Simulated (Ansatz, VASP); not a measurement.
# LiF: VASP beside Ansatz

```
Li F
1.0
     0.00000    2.03414    2.01400
     2.03414    0.00000    2.01400
     2.03414    2.03414    0.00000
Li F
1 1
Cartesian
  0.0000 0.0000 0.0000
  2.0341 2.0341 2.0140
```

Change from the starting cell: equal xx and yy strain of +1 %, crystal datasets.

Alike in both runs: task electric field gradients; functional LDA; k mesh 10 × 10 × 10; occupations fermi-dirac, width 0.03 eV; no spin polarisation.

|  | VASP | Ansatz |
| --- | --- | --- |
| version | VASP 6.6.1 | Ansatz 0.2.0 |
| potentials or method | VASP PAW LDA potentials, release 64 (Li_sv, F), cutoff 520 eV | all-electron PAW with datasets made for the crystal, scalar-relativistic |

Ansatz gave:

```
gap on the k mesh at the Fermi level (eV)            : 8.64
size of Vzz on the site where it differs most (V/Å²) : 0.3
```

Which values does VASP return?

gap on the k mesh at the Fermi level (eV): 8.65; size of Vzz on the site where it differs most (V/Å²): 0.4.

LDA's correlation is that of Perdew and Zunger in VASP and of Perdew and Wang (1992) in Ansatz. Ansatz ran all-electron here, and VASP with PAW potentials.

Noted on VASP's run: the cutoff is short for stress, so the pressure is rough.
